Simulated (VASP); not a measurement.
Set up this calculation in VASP 6.6.1, as the native input.

| Property | Result |
| --- | --- |
| Task | single point |
| Functional | PBE |
| Potentials or basis | VASP PAW PBE potentials, release 64 (Sb, Ga_d) |
| Cutoff | 520 eV |
| k mesh | 8 × 8 × 8 |
| Occupations | gaussian, width 0.005 eV |
| Spin | no spin polarisation |
| Dipole correction | no |
| Further INCAR settings | ALGO = Normal; EDIFF = 1e-07; NBANDS = 16 |

The structure of GaSb lies in POSCAR:

```
GaSb
1.0
   -1.5559010000      2.6750030000      2.8933130000
    1.5559010000     -2.6750030000      2.8933130000
    1.5559010000      2.6750030000     -2.8933130000
Sb Ga
1 1
Direct
    0.5000000000      0.5000000000      0.0000000000
    0.0000000000      0.0000000000      0.0000000000
```

These files were run (other wordings do the same):

INCAR

```
SYSTEM = GaSb
  PREC = Accurate
  ENCUT = 520
  EDIFF = 1E-7
  ISMEAR = 0
  SIGMA = 0.005
  LREAL = .False.
  LASPH = .True.
  NELM = 80
  ALGO = Normal
  ISIF = 2
  LWAVE = .False.
  LCHARG = .False.
  GGA = PE
  NBANDS = 16
```

KPOINTS

```
Automatic mesh
0
Gamma
  8 8 8
  0 0 0
```

Potentials or basis: VASP PAW PBE potentials, release 64 (Sb, Ga_d).

Run with:

```console
$ cat potpaw_PBE.64/Sb/POTCAR potpaw_PBE.64/Ga_d/POTCAR > POTCAR
$ mpirun -np 1 vasp_std > vasp.out
```

It gave:

- Pressure: -0.2 GPa
- Band gap on the k mesh: zero (band 9 reaches 8.43 eV, above the bottom of band 10 at 4.18 eV)

Caveat: spin-orbit coupling is left out, which moves the levels of the heavy elements.

Wall time 24 s on 1 thread of Intel(R) Xeon(R) 6975P-C (Granite Rapids), with other jobs on the host, peak memory 0.22 GiB.
